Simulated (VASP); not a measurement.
# Ga (I-43d) in VASP: further runs

The runs below take Ga through relaxation of cell and atoms, single point, with PBE.

Everything below comes from runs of VASP 6.6.1. Logs are shortened: lines on timing, memory, paths and dates and some standing lists are left out, and cuts for length are marked.

## (1) The cell of the first run

The structure is cubic, space group I-43d (No. 220). The conventional cell has a = 5.951 Å, b = 5.951 Å, c = 5.951 Å, α = 90.00°, β = 90.00°, γ = 90.00°. Within 3.7 Å of Ga (site symmetry -4) lie 12 Ga at 2.78 to 3.33 Å.

## (2) Relaxation of cell and atoms, PBE

File INCAR:

```
SYSTEM = Ga
  PREC = Accurate
  ENCUT = 600
  EDIFF = 1E-7
  ISMEAR = 0
  SIGMA = 0.1
  LREAL = .FALSE.
  LASPH = .TRUE.
  NELM = 80
  ALGO = Fast
  ISIF = 3
  LWAVE = .FALSE.
  LCHARG = .FALSE.
  GGA = PE
  IBRION = 2
  NSW = 90
  EDIFFG = -0.02
```

File KPOINTS:

```
Automatic mesh
0
G
  8 8 8
  0 0 0
```

File POSCAR:

```
Ga
1.0
   -2.9755000000      2.9755000000      2.9755000000
    2.9755000000     -2.9755000000      2.9755000000
    2.9755000000      2.9755000000     -2.9755000000
Ga
6
Direct
    0.2500000000      0.6250000000      0.3750000000
    0.3750000000      0.2500000000      0.6250000000
    0.7500000000      0.8750000000      0.1250000000
    0.1250000000      0.7500000000      0.8750000000
    0.6250000000      0.3750000000      0.2500000000
    0.8750000000      0.1250000000      0.7500000000
```

Potentials or basis: VASP PAW PBE potentials, release 64 (Ga_d).

The run is started by

```console
$ cat potpaw_PBE.64/Ga_d/POTCAR > POTCAR
$ mpirun -np 1 vasp_std > vasp.out
```

OUTCAR:

```text
SYSTEM = Ga
   PREC = Accurate
   ENCUT = 600
   EDIFF = 1E-7
   ISMEAR = 0
   LREAL = .FALSE.
   LASPH = .TRUE.
   NELM = 80
   ISIF = 3
   GGA = PE
   IBRION = 2
   NSW = 90
   EDIFFG = -0.02

 ion  position               nearest neighbor table
   1  0.250  0.625  0.375-   2 2.78   2 2.78   4 2.78   5 2.78   4 2.78   6 2.78   6 2.78   5 2.78

   2  0.375  0.250  0.625-   5 2.78   1 2.78   5 2.78   6 2.78   1 2.78   6 2.78   3 2.78   3 2.78

   3  0.750  0.875  0.125-   6 2.78   4 2.78   5 2.78   6 2.78   5 2.78   4 2.78   2 2.78   2 2.78

   4  0.125  0.750  0.875-   3 2.78   1 2.78   3 2.78   6 2.78   1 2.78   5 2.78   6 2.78   5 2.78

   5  0.625  0.375  0.250-   1 2.78   2 2.78   3 2.78   2 2.78   3 2.78   4 2.78   1 2.78   4 2.78

   6  0.875  0.125  0.750-   2 2.78   3 2.78   4 2.78   3 2.78   2 2.78   1 2.78   4 2.78   1 2.78

  LATTYP: Found a body centered cubic cell.
 ALAT       =     5.9510000000

  Lattice vectors:

 A1 = (  -2.9755000000,   2.9755000000,   2.9755000000)
 A2 = (   2.9755000000,  -2.9755000000,   2.9755000000)
 A3 = (   2.9755000000,   2.9755000000,  -2.9755000000)

Analysis of symmetry for initial positions (statically):
=====================================================================
 Subroutine PRICEL returns:
 Original cell was already a primitive cell.

 Routine SETGRP: Setting up the symmetry group for a
 body centered cubic supercell.

 Subroutine GETGRP returns: Found 24 space group operations
 (whereof  3 operations were pure point group operations)
 out of a pool of 48 trial point group operations.

The static configuration has the point symmetry C_3 .
 The point group associated with its full space group is T_d .

Analysis of symmetry for dynamics (positions and initial velocities):
=====================================================================
 Subroutine PRICEL returns:
 Original cell was already a primitive cell.

 Routine SETGRP: Setting up the symmetry group for a
 body centered cubic supercell.

 Subroutine GETGRP returns: Found 24 space group operations
 (whereof  3 operations were pure point group operations)
 out of a pool of 48 trial point group operations.

The dynamic configuration has the point symmetry C_3 .
 The point group associated with its full space group is T_d .

 Subroutine INISYM returns: Found 24 space group operations
 (whereof  3 operations are pure point group operations),
 and found     1 'primitive' translations

----------------------------------------------------------------------------------------

                                     Primitive cell

  volume of cell :     105.3756

  direct lattice vectors                    reciprocal lattice vectors
    -2.975500000  2.975500000  2.975500000     0.000000000  0.168038985  0.168038985
     2.975500000 -2.975500000  2.975500000     0.168038985  0.000000000  0.168038985
     2.975500000  2.975500000 -2.975500000     0.168038985  0.168038985  0.000000000

  length of vectors
     5.153717178  5.153717178  5.153717178     0.237643012  0.237643012  0.237643012

  position of ions in fractional coordinates (direct lattice)
     0.250000000  0.625000000  0.375000000
     0.375000000  0.250000000  0.625000000
     0.750000000  0.875000000  0.125000000
     0.125000000  0.750000000  0.875000000
     0.625000000  0.375000000  0.250000000
     0.875000000  0.125000000  0.750000000

  ion indices of the primitive-cell ions
   primitive index   ion index
                 1           1
                 2           2
                 3           3
                 4           4
                 5           5
                 6           6

----------------------------------------------------------------------------------------

 KPOINTS: Automatic mesh

Automatic generation of k-mesh.
 Grid dimensions read from file:
 generate k-points for:    8    8    8

 Generating k-lattice:

  Cartesian coordinates                     Fractional coordinates (reciprocal lattice)
     0.000000000  0.021004873  0.021004873     0.125000000  0.000000000  0.000000000
     0.021004873  0.000000000  0.021004873     0.000000000  0.125000000  0.000000000
     0.021004873  0.021004873  0.000000000     0.000000000  0.000000000  0.125000000

  Length of vectors
     0.029705376  0.029705376  0.029705376

  Shift w.r.t. Gamma in fractional coordinates (k-lattice)
     0.000000000  0.000000000  0.000000000

 Subroutine IBZKPT returns following result:
 ===========================================

 Found     29 irreducible k-points:

 Following reciprocal coordinates:
            Coordinates               Weight
  0.000000  0.000000  0.000000      1.000000
  0.125000  0.000000  0.000000     12.000000
  0.250000  0.000000  0.000000     12.000000
  0.375000  0.000000  0.000000     12.000000
  0.500000  0.000000  0.000000      6.000000
  0.125000  0.125000  0.000000     24.000000
[... 16 lines left out ...]
 -0.250000  0.250000  0.250000      6.000000
 -0.375000  0.375000  0.250000     24.000000
 [... further k-points ...]
   k-points           NKPTS =     29   k-points in BZ     NKDIM =     29   number of bands    NBANDS=     46
   number of dos      NEDOS =    301   number of ions     NIONS =      6
   total plane-waves  NPLWV =  74088
   dimension x,y,z NGX =    42 NGY =   42 NGZ =   42
   dimension x,y,z NGXF=    84 NGYF=   84 NGZF=   84
   ions per type =               6
   NGX,Y,Z   is equivalent  to a cutoff of  13.55, 13.55, 13.55 a.u.
   NGXF,Y,Z  is equivalent  to a cutoff of  27.10, 27.10, 27.10 a.u.
 SYSTEM =  Ga
   PREC   = accura    normal or accurate (medium, high low for compatibility)
   ISTART =      0    job   : 0-new  1-cont  2-samecut
   ICHARG =      2    charge: 1-file 2-atom 10-const
   ISPIN  =      1    spin polarized calculation?
   LNONCOLLINEAR =      F non collinear calculations
   LSORBIT =      F    spin-orbit coupling
   LASPH  =      T    aspherical Exc in radial PAW
   ENCUT  =  600.0 eV  44.10 Ry    6.64 a.u.  10.29 10.29 10.29*2*pi/ulx,y,z
   NELM   =     80;   NELMIN=  2; NELMDL= -5     # of ELM steps
   EDIFF  = 0.1E-06   stopping-criterion for ELM
   LREAL  =      F    real-space projection
   EDIFFG = -.2E-01   stopping-criterion for IOM
   NSW    =     90    number of steps for IOM
   IBRION =      2    ionic relax: 0-MD 1-quasi-New 2-CG
   NFREE  =      1    steps in history (QN), initial steepest desc. (CG)
   ISIF   =      3    stress and relaxation
   ISYM   =      2    0-nonsym 1-usesym 2-fastsym
   POTIM  = 0.5000    time-step for ionic-motion
   TEBEG  =    0.0;   TEEND  =   0.0 temperature during run
   PSTRESS=    0.0 pullay stress
   NELECT =      78.0000    total number of electrons
   NUPDOWN=      -1.0000    fix difference up-down
   EMIN   =  10.00;   EMAX   =-10.00  energy-range for DOS
   EFERMI =   0.00;   METHOD = LEGACY
   ISMEAR =     0;   SIGMA  =   0.10  broadening in eV -4-tet -1-fermi 0-gaus
   EFERMI_NEDOS =   21; number of points for ismear=-14 and -15
   IALGO  =     68    algorithm
   IMIX   =      4    mixing-type and parameters
     AMIX     =   0.40;   BMIX     =  1.00
     AMIX_MAG =   1.60;   BMIX_MAG =  1.00
  volume/ion in A,a.u.               =      17.56       118.52
  Fermi-wavevector in a.u.,A,eV,Ry     =   1.480902  2.798500 29.838552  2.193072
  Thomas-Fermi vector in A             =   2.594879
   LORBIT       =      0    0 simple, 1 ext, 2 COOP (PROOUT), +10 PAW based schemes
   GGA     = PE    functional components
   LHFCALC =     F    Hartree Fock is set to
   AEXX    =    0.0000 exact exchange contribution
   IVDW    =     0    specifies the selected vdW correction
   LEPSILON=     F    determine dielectric tensor
   LRPA    =     F    only Hartree local field effects (RPA)
 conjugate gradient relaxation of ions
 non-spin polarized calculation
 RMM-DIIS sequential band-by-band and
 Gauss-broadening in eV      SIGMA  =   0.10
  energy-cutoff  :      600.00
  volume of cell :      105.38
 maximum number of plane-waves:      3564
 NGX is ok and might be reduce to    42
   NGX = 21   NGY = 21   NGZ = 21

--------------------------------------- Ionic step        1  -------------------------------------------

 number of electron      78.0000023 magnetization

 Free energy of the ion-electron system (eV)
  ---------------------------------------------------
  ext. energy  EPLUGINS =         0.00000000
  ---------------------------------------------------
  free energy    TOTEN  =       -17.16907470 eV

  energy without entropy =      -17.15537184  energy(sigma->0) =      -17.16222327

------------------------ aborting loop because EDIFF is reached ----------------------------------------

  FORCE on cell =-STRESS in cart. coord.  units (eV):
  Direction    XX          YY          ZZ          XY          YZ          ZX
  --------------------------------------------------------------------------------------
  -------------------------------------------------------------------------------------
  Total        2.9531257      2.9531257      2.9531257      0.0000000      0.0000000      0.0000000
  in kB       44.9006538     44.9006538     44.9006538      0.0000000      0.0000000      0.0000000
  external PRESSURE =      44.9006538 kB  Pullay stress =       0.0000000 kB
[... 105 lines left out ...]
  energy  without entropy=      -17.2651289097  energy(sigma->0) =      -17.27154976

--------------------------------------- Ionic step        4  -------------------------------------------

 number of electron      78.0000005 magnetization

 Free energy of the ion-electron system (eV)
  ---------------------------------------------------
  ext. energy  EPLUGINS =         0.00000000
  ---------------------------------------------------
  free energy    TOTEN  =       -17.27855414 eV

  energy without entropy =      -17.26569028  energy(sigma->0) =      -17.27212221

 E-fermi :   5.3786     XC(G=0): -10.9606

 val. band max:        5.3528517684   @ k =  -0.3750   0.5000   0.2500
 cond. band min:       5.4192049942   @ k =   0.1250   0.1250   0.0000
 fundamental gap:      0.0663532258
 Fermi energy:         5.3786183885

 k-point     1 :       0.0000    0.0000    0.0000
  band No.  band energies     occupation
      1      -9.5746      2.00000
      2      -9.5431      2.00000
      3      -9.5431      2.00000
      4      -9.5145      2.00000
      5      -9.5145      2.00000
      6      -9.5145      2.00000
[... 1165 lines left out ...]
     45       9.7502      0.00000
     46      10.5119      0.00000

 [... further k-points ...]
[... 5 lines left out ...]
  --------------------------------------------------------------------------------------
  -------------------------------------------------------------------------------------
  Total       -0.0895465     -0.0895465     -0.0895465      0.0000000      0.0000000     -0.0000000
  in kB       -1.2572463     -1.2572463     -1.2572463      0.0000000      0.0000000     -0.0000000
  external PRESSURE =      -1.2572463 kB  Pullay stress =       0.0000000 kB
[... 21 lines left out ...]
  FREE ENERGIE OF THE ION-ELECTRON SYSTEM (eV)
  ---------------------------------------------------
  free  energy   TOTEN  =       -17.2785541431 eV

  energy  without entropy=      -17.2656902756  energy(sigma->0) =      -17.27212221

 reached required accuracy - stopping structural energy minimisation
```

Run time: 11 min. Hardware: 1 thread of Intel Xeon 6975P-C, shared host; peak memory 0.34 GiB.

What came out:

- Free energy: -17.2786 eV
- Relaxed volume: 19.02 Å³/atom
- Relaxed cell: a = 5.292 Å, b = 5.292 Å, c = 5.292 Å, α = 109.47°, β = 109.47°, γ = 109.47°
- Space group after relaxing (to 0.05 Å): I-43d (No. 220)
- Energy gained by relaxing: 18.2 meV/atom
- Ionic steps: 4
- Pressure after relaxing: -0.1 GPa
- Band gap on the k mesh: zero (band 39 reaches 7.22 eV, above the bottom of band 40 at 3.60 eV)

The path:
```csv
step,energy change (eV),largest force (eV/Å),pressure (GPa),volume (Å³)
1,0.0000,0.0000,4.49,105.38
2,-0.1088,0.0000,0.67,113.06
3,-0.1089,0.0000,-0.28,114.56
4,-0.1095,0.0000,-0.13,114.11
```

Final structure:
```yaml
crystal:
  lattice:
    - [-3.05557, 3.05557, 3.05557]
    - [3.05557, -3.05557, 3.05557]
    - [3.05557, 3.05557, -3.05557]
  atoms:
    - { symbol: Ga, position: [0.25000, 0.62500, 0.37500] }
    - { symbol: Ga, position: [0.37500, 0.25000, 0.62500] }
    - { symbol: Ga, position: [0.75000, 0.87500, 0.12500] }
    - { symbol: Ga, position: [0.12500, 0.75000, 0.87500] }
    - { symbol: Ga, position: [0.62500, 0.37500, 0.25000] }
    - { symbol: Ga, position: [0.87500, 0.12500, 0.75000] }
```

## (3) Single point, PBE

File INCAR:

```
PREC = Accurate
ENCUT = 500
EDIFF = 1E-6
ISMEAR = 0
SIGMA = 0.1
LREAL = F
LASPH = T
NELM = 120
ALGO = Normal
ISIF = 2
LWAVE = F
LCHARG = F
GGA = PE
NBANDS = 48
GGA_COMPAT = F
```

File KPOINTS:

```
regular mesh
0
Gamma
  4 4 4
```

POSCAR is that of step 2.

Potentials or basis: VASP PAW PBE potentials, release 64 (Ga_d).

The run is started by

```console
$ cat potpaw_PBE.64/Ga_d/POTCAR > POTCAR
$ mpirun -np 1 vasp_std > vasp.out
```

Run time: 42 s. Hardware: 1 thread of AMD EPYC 7R13, shared host; peak memory 0.21 GiB.

The run converged. Its results:

```yaml
Free_energy: -17.2881 eV
Pressure: 5.3 GPa
Band_gap_on_the_k_mesh: zero (band 39 reaches 8.09 eV, above the bottom of band 40 at 4.14 eV)
```

Levels at points of the mesh, in eV from the Fermi level:
| k point | band 36 | band 37 | band 38 | band 39 | band 40 | band 41 | band 42 | band 43 |
| --- | --- | --- | --- | --- | --- | --- | --- | --- |
| (0.00, 0.00, 0.00) | -2.73 | -2.15 | -2.15 | -2.15 | -1.76 | -1.76 | -1.76 | -1.64 |
| (0.50, 0.00, 0.00) | -4.46 | -0.67 | -0.67 | -0.08 | -0.08 | 3.25 | 3.25 | 3.64 |
| (0.50, 0.50, 0.50) | -6.93 | 1.71 | 1.71 | 1.92 | 1.92 | 1.92 | 1.92 | 1.92 |

Caveat: the k points lie up to 0.37 Å⁻¹ apart.
